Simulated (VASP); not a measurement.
# Li2Pt (P6/mmm) in VASP: a series of runs

The runs below take Li2Pt through single point, with LDA.

All numbers are computed with VASP 6.6.1; they aren't measurements. Logs are shortened: lines on timing, memory, paths and dates and some standing lists are left out, and cuts for length are marked.

## (1) The cell of the first run

Symmetry: P6/mmm, No. 191, hexagonal system. Conventional cell: a = 4.056 Å, b = 4.056 Å, c = 2.608 Å, α = 90.00°, β = 90.00°, γ = 120.00°. Li (site symmetry -6m2) has 5 Li at 2.34 to 2.61 Å and 6 Pt at 2.68 Å within 3.1 Å. Within 3.4 Å of Pt (site symmetry 6/mmm) lie 2 Pt at 2.61 Å and 12 Li at 2.68 Å.

## (2) Single point, LDA (12.39 Å³/atom)

Input file INCAR:

```
ALGO = Fast
EDIFF = 1E-6
ENCUT = 520
ISIF = 2
ISMEAR = -1
LASPH = True
LCHARG = False
LREAL = False
LWAVE = False
NBANDS = 15
NELM = 60
PREC = Accurate
SIGMA = 0.15
```

Input file KPOINTS:

```
k-points
0
Gamma
  12 12 16
```

Input file POSCAR:

```
Li2Pt
1.0
    4.0562095078      0.0000000000      0.0000000000
   -2.0281047539      3.5127804768      0.0000000000
    0.0000000000      0.0000000000      2.6078012735
Li Pt
2 1
Direct
    0.3333333333      0.6666666667      0.5000000000
    0.6666666667      0.3333333333      0.5000000000
    0.0000000000      0.0000000000      0.0000000000
```

Potentials or basis: VASP PAW LDA potentials, release 64 (Li_sv, Pt).

Started as:

```
cat potpaw_LDA.64/Li_sv/POTCAR potpaw_LDA.64/Pt/POTCAR > POTCAR
mpirun -np 1 vasp_std > vasp.out
```

OUTCAR:

```text
EDIFF = 1E-6
   ENCUT = 520
   ISIF = 2
   ISMEAR = -1
   LASPH = True
   LREAL = False
   NELM = 60
   PREC = Accurate

 ion  position               nearest neighbor table
   1  0.333  0.667  0.500-   2 2.34   2 2.34   2 2.34   3 2.68   3 2.68   3 2.68   3 2.68   3 2.68
                             3 2.68
   2  0.667  0.333  0.500-   1 2.34   1 2.34   1 2.34   3 2.68   3 2.68   3 2.68   3 2.68   3 2.68
                             3 2.68
   3  0.000  0.000  0.000-   1 2.68   2 2.68   1 2.68   2 2.68   1 2.68   1 2.68   2 2.68   2 2.68
                             2 2.68   2 2.68   1 2.68   1 2.68

  LATTYP: Found a hexagonal cell.
 ALAT       =     4.0562095078
 C/A-ratio  =     0.6429158229

  Lattice vectors:

 A1 = (   4.0562095078,   0.0000000000,   0.0000000000)
 A2 = (  -2.0281047539,   3.5127804768,   0.0000000000)
 A3 = (   0.0000000000,   0.0000000000,   2.6078012735)

Analysis of symmetry for initial positions (statically):
=====================================================================
 Subroutine PRICEL returns:
 Original cell was already a primitive cell.

 Routine SETGRP: Setting up the symmetry group for a
 hexagonal supercell.

 Subroutine GETGRP returns: Found 24 space group operations
 (whereof 24 operations were pure point group operations)
 out of a pool of 24 trial point group operations.

The static configuration has the point symmetry D_6h.

Analysis of symmetry for dynamics (positions and initial velocities):
=====================================================================
 Subroutine PRICEL returns:
 Original cell was already a primitive cell.

 Routine SETGRP: Setting up the symmetry group for a
 hexagonal supercell.

 Subroutine GETGRP returns: Found 24 space group operations
 (whereof 24 operations were pure point group operations)
 out of a pool of 24 trial point group operations.

The dynamic configuration has the point symmetry D_6h.

 Subroutine INISYM returns: Found 24 space group operations
 (whereof 24 operations are pure point group operations),
 and found     1 'primitive' translations

----------------------------------------------------------------------------------------

                                     Primitive cell

  volume of cell :      37.1574

  direct lattice vectors                    reciprocal lattice vectors
     4.056209508  0.000000000  0.000000000     0.246535589  0.142337389  0.000000000
    -2.028104754  3.512780477  0.000000000     0.000000000  0.284674777  0.000000000
     0.000000000  0.000000000  2.607801273     0.000000000  0.000000000  0.383464802

  length of vectors
     4.056209508  4.056209508  2.607801273     0.284674777  0.284674777  0.383464802

  position of ions in fractional coordinates (direct lattice)
[... 92 lines left out ...]
   NELECT =      16.0000    total number of electrons
   NUPDOWN=      -1.0000    fix difference up-down
   EMIN   =  10.00;   EMAX   =-10.00  energy-range for DOS
   EFERMI =   0.00;   METHOD = LEGACY
   ISMEAR =    -1;   SIGMA  =   0.15  broadening in eV -4-tet -1-fermi 0-gaus
   EFERMI_NEDOS =   21; number of points for ismear=-14 and -15
   IALGO  =     68    algorithm
   IMIX   =      4    mixing-type and parameters
     AMIX     =   0.40;   BMIX     =  1.00
     AMIX_MAG =   1.60;   BMIX_MAG =  1.00
  volume/ion in A,a.u.               =      12.39        83.58
  Fermi-wavevector in a.u.,A,eV,Ry     =   1.236231  2.336137 20.793327  1.528266
  Thomas-Fermi vector in A             =   2.370848
   LORBIT       =      0    0 simple, 1 ext, 2 COOP (PROOUT), +10 PAW based schemes
   GGA     = CA    functional components
   LHFCALC =     F    Hartree Fock is set to
   AEXX    =    0.0000 exact exchange contribution
   IVDW    =     0    specifies the selected vdW correction
   LEPSILON=     F    determine dielectric tensor
   LRPA    =     F    only Hartree local field effects (RPA)
 non-spin polarized calculation
 RMM-DIIS sequential band-by-band and
  energy-cutoff  :      520.00
  volume of cell :       37.16
 maximum number of plane-waves:      1022
   NGX = 15   NGY = 15   NGZ =  9

 number of electron      16.0000005 magnetization

 Free energy of the ion-electron system (eV)
  ---------------------------------------------------
  ext. energy  EPLUGINS =         0.00000000
  ---------------------------------------------------
  free energy    TOTEN  =       -13.22703891 eV

  energy without entropy =      -13.17448146  energy(sigma->0) =      -13.20076018

 E-fermi :   5.8524     XC(G=0): -10.8358

 val. band max:        5.8024732909   @ k =   0.5000   0.0000   0.2500
 cond. band min:       5.8678393753   @ k =   0.3333   0.2500   0.1250
 fundamental gap:      0.0653660844
 Fermi energy:         5.8524305112

 k-point     1 :       0.0000    0.0000    0.0000
  band No.  band energies     occupation
      1     -38.8076      2.00000
      2     -38.6483      2.00000
      3      -1.1383      2.00000
      4       1.0794      2.00000
      5       2.2214      2.00000
      6       2.2214      2.00000
      7       5.1651      1.97974
      8       5.1651      1.97974
      9       9.9013      0.00000
     10       9.9013      0.00000
     11      12.6786      0.00000
     12      12.6786      0.00000
     13      15.5199      0.00000
     14      17.0707      0.00000
[... 401 lines left out ...]
      2     -38.6806      2.00000
      3      -0.5542      2.00000
      4       1.5869      2.00000
      5       2.5258      2.00000
      6       3.0158      2.00000
      7       4.6631      1.99928
      8       4.8266      1.99786
      9       6.0235      0.48435
     10       7.4140      0.00006
     11      14.1597      0.00000
     12      16.8139      0.00000
     13      17.3213      0.00000
     14      18.5895      0.00000
     15      20.9364      0.00000

 [... further k-points ...]
[... 5 lines left out ...]
  --------------------------------------------------------------------------------------
  -------------------------------------------------------------------------------------
  Total        0.3630449      0.3630449      0.4227921      0.0000000     -0.0000000      0.0000000
  in kB       15.6539900     15.6539900     18.2302076      0.0000000     -0.0000000      0.0000000
  external PRESSURE =      16.5127292 kB  Pullay stress =       0.0000000 kB

 VOLUME and BASIS-vectors are now :
 -----------------------------------------------------------------------------
  energy-cutoff  :      520.00
  volume of cell :       37.16
      direct lattice vectors                 reciprocal lattice vectors
     4.056209508  0.000000000  0.000000000     0.246535589  0.142337389  0.000000000
    -2.028104754  3.512780477  0.000000000     0.000000000  0.284674777  0.000000000
     0.000000000  0.000000000  2.607801273     0.000000000  0.000000000  0.383464802

 POSITION                                       TOTAL-FORCE (eV/Angst)
 -----------------------------------------------------------------------------------
     -0.00000      2.34185      1.30390         0.000000      0.000000     -0.000000
      2.02810      1.17093      1.30390        -0.000000      0.000000      0.000000
      0.00000      0.00000      0.00000         0.000000      0.000000      0.000000
 -----------------------------------------------------------------------------------
    total drift:                                0.000000      0.000000      0.000000

  FREE ENERGIE OF THE ION-ELECTRON SYSTEM (eV)
  ---------------------------------------------------
  free  energy   TOTEN  =       -13.2270389074 eV

  energy  without entropy=      -13.1744814585  energy(sigma->0) =      -13.20076018
```

OSZICAR:

```text
N       E                     dE             d eps       ncg     rms          rms(c)
DAV:   1     0.736391453384E+02    0.73639E+02   -0.73042E+03  5210   0.111E+03
DAV:   2    -0.646989728227E+01   -0.80109E+02   -0.73153E+02  6208   0.241E+02
DAV:   3    -0.139851953262E+02   -0.75153E+01   -0.73435E+01  9763   0.487E+01
DAV:   4    -0.140929573948E+02   -0.10776E+00   -0.10747E+00  5776   0.829E+00
DAV:   5    -0.140944726064E+02   -0.15152E-02   -0.15151E-02  7410   0.761E-01    0.850E+00
RMM:   6    -0.134606972147E+02    0.63378E+00   -0.28651E+00  5243   0.991E+00    0.279E+00
RMM:   7    -0.132484479523E+02    0.21225E+00   -0.21479E-01  5324   0.292E+00    0.108E+00
RMM:   8    -0.132312345671E+02    0.17213E-01   -0.32288E-02  6469   0.103E+00    0.570E-01
RMM:   9    -0.132265569627E+02    0.46776E-02   -0.11183E-02  7314   0.766E-01    0.856E-02
RMM:  10    -0.132268433935E+02   -0.28643E-03   -0.25478E-03  8028   0.326E-01    0.537E-02
RMM:  11    -0.132269630416E+02   -0.11965E-03   -0.99381E-04  8220   0.181E-01    0.291E-02
RMM:  12    -0.132270070719E+02   -0.44030E-04   -0.34050E-04  8025   0.100E-01    0.129E-02
RMM:  13    -0.132270261663E+02   -0.19094E-04   -0.14535E-04  7697   0.613E-02    0.498E-03
RMM:  14    -0.132270339853E+02   -0.78190E-05   -0.52918E-05  6969   0.361E-02    0.562E-03
RMM:  15    -0.132270372508E+02   -0.32655E-05   -0.22248E-05  6381   0.236E-02    0.356E-03
RMM:  16    -0.132270386066E+02   -0.13557E-05   -0.86746E-06  5717   0.153E-02    0.604E-03
RMM:  17    -0.132270389074E+02   -0.30087E-06   -0.33091E-06  5174   0.100E-02
   1 F= -.13227039E+02 E0= -.13200760E+02  d E =-.525574E-01
```

It took 2.7 min on 1 thread of Intel Xeon Platinum 8259CL at 2.50GHz (Skylake/Cascade Lake), shared host; peak memory 0.2 GiB.

What came out:

```yaml
Free_energy: -13.2270 eV
Band_gap_on_the_k_mesh: zero (bands 8 and 9 overlap by 1.84 eV)
```

Caveat: the cutoff is under 1.25 times the usual one of these potentials, so pressure, stress and relaxed cells hold a basis-set (Pulay) error; spin-orbit coupling is left out, which moves the levels of the heavy elements.

## (3) Single point, LDA

This run uses another cell than the first one, of 12.64 Å³/atom.

Input file INCAR:

```
  ALGO = Normal
  EDIFF = 1E-7
  ENCUT = 520
  ISIF = 2
  ISMEAR = -1
  LASPH = T
  LCHARG = T
  LELF = T
  LREAL = F
  LVHAR = T
  LWAVE = F
  NBANDS = 15
  NELM = 80
  PREC = Accurate
  SIGMA = 0.15
```

KPOINTS is that of step 2.

Input file POSCAR:

```
Li2Pt
1.0
    4.0928312363      0.0000000000      0.0000000000
   -2.0464156181      3.5444958240      0.0000000000
    0.0000000000      0.0000000000      2.6136143150
Li Pt
2 1
Direct
    0.3333333333      0.6666666667      0.5000000000
    0.6666666667      0.3333333333      0.5000000000
    0.0000000000      0.0000000000      0.0000000000
```

Potentials or basis: VASP PAW LDA potentials, release 64 (Li_sv, Pt).

Started as:

```
cat potpaw_LDA.64/Li_sv/POTCAR potpaw_LDA.64/Pt/POTCAR > POTCAR
mpirun -np 1 vasp_std > vasp.out
```

Wall time 2.2 min (1 thread of Intel Xeon Platinum 8259CL at 2.50GHz (Skylake/Cascade Lake), shared host); peak memory 0.21 GiB.

It converged, with:

| Item | Value |
| --- | --- |
| Free energy | -13.2318 eV |
| Band gap on the k mesh | zero (bands 8 and 9 overlap by 1.84 eV) |

Levels at points of the mesh, in eV from the Fermi level:
```
           k point  band 4  band 5  band 6  band 7  band 8  band 9  band 10  band 11  band 12  band 13
(0.00, 0.00, 0.00)   -4.71   -3.57   -3.57   -0.67   -0.67    3.95     3.95     6.68     6.68     9.51
(0.50, 0.00, 0.00)   -4.13   -2.43   -2.39   -1.95   -0.82   -0.70     0.45     8.18    12.65    12.85
(0.00, 0.00, 0.50)   -4.06   -4.06   -2.29   -2.29    0.60    3.07     6.56     6.56     7.42    11.03
(0.50, 0.00, 0.50)   -4.32   -3.06   -1.76   -1.25    0.43    1.04     4.63     7.51     8.03     8.27
```

Caveat: the cutoff is under 1.25 times the usual one of these potentials, so pressure, stress and relaxed cells hold a basis-set (Pulay) error; spin-orbit coupling is left out, which moves the levels of the heavy elements.

## (4) Single point, LDA (12.89 Å³/atom)

This run uses another cell than the first one, of 12.89 Å³/atom.

Input file INCAR:

```
SYSTEM = Li2Pt
  PREC = Accurate
  ENCUT = 520
  EDIFF = 1E-6
  ISMEAR = -1
  SIGMA = 0.15
  LREAL = .FALSE.
  LASPH = .TRUE.
  NELM = 100
  ALGO = Normal
  ISIF = 2
  LWAVE = .FALSE.
  LCHARG = .FALSE.
  NBANDS = 15
```

Input file KPOINTS:

```
Automatic mesh
0
G
  12 12 16
  0 0 0
```

Input file POSCAR:

```
Li2Pt
1.0
    4.1288334116      0.0000000000      0.0000000000
   -2.0644167058      3.5756746224      0.0000000000
    0.0000000000      0.0000000000      2.6195978514
Li Pt
2 1
Direct
    0.3333333333      0.6666666667      0.5000000000
    0.6666666667      0.3333333333      0.5000000000
    0.0000000000      0.0000000000      0.0000000000
```

Started as:

```
cat potpaw_LDA.64/Li_sv/POTCAR potpaw_LDA.64/Pt/POTCAR > POTCAR
mpirun -np 1 vasp_std > vasp.out
```

Wall time 95 s (1 thread of Intel Xeon Platinum 8259CL at 2.50GHz (Skylake/Cascade Lake), shared host); peak memory 0.21 GiB.

Results (log left out):

| Property | Result |
| --- | --- |
| Free energy | -13.2296 eV |
| Band gap on the k mesh | zero (bands 8 and 9 overlap by 1.85 eV) |

Levels at points of the mesh, in eV from the Fermi level:
| k point | band 5 | band 6 | band 7 | band 8 | band 9 | band 10 | band 11 | band 12 |
| --- | --- | --- | --- | --- | --- | --- | --- | --- |
| (0.00, 0.00, 0.00) | -3.50 | -3.50 | -0.65 | -0.65 | 3.86 | 3.86 | 6.55 | 6.55 |
| (0.50, 0.00, 0.00) | -2.41 | -2.39 | -1.94 | -0.79 | -0.68 | 0.44 | 7.96 | 12.45 |
| (0.00, 0.00, 0.50) | -4.00 | -2.25 | -2.25 | 0.61 | 3.04 | 6.53 | 6.53 | 7.33 |
| (0.50, 0.00, 0.50) | -2.99 | -1.74 | -1.25 | 0.47 | 1.06 | 4.57 | 7.43 | 7.93 |

Caveat: the cutoff is under 1.25 times the usual one of these potentials, so pressure, stress and relaxed cells hold a basis-set (Pulay) error; spin-orbit coupling is left out, which moves the levels of the heavy elements.

## (5) The runs side by side

| cell | gap on the mesh (eV) |
| --- | --- |
| a = 4.056, b = 4.056, c = 2.608 Å, angles 90.0, 90.0, 120.0°, 3 atoms | none |
| a = 4.093, b = 4.093, c = 2.614 Å, angles 90.0, 90.0, 120.0°, 3 atoms | none |
| a = 4.129, b = 4.129, c = 2.620 Å, angles 90.0, 90.0, 120.0°, 3 atoms | none |

Alike in all rows: task single point; level LDA; potentials or basis VASP PAW LDA potentials, release 64 (Li_sv, Pt); no spin polarisation; k mesh 12 × 12 × 16; cutoff (eV) 520; smearing fermi-dirac 0.15 eV.

Caveats: the cutoff is under 1.25 times the usual one of these potentials, so pressure, stress and relaxed cells hold a basis-set (Pulay) error; spin-orbit coupling is left out, which moves the levels of the heavy elements.

Total energies depend on the potentials used, so only differences within one code and one set of settings carry meaning.

The gap in the log of VASP goes by the Fermi energy; the results here count the filled bands.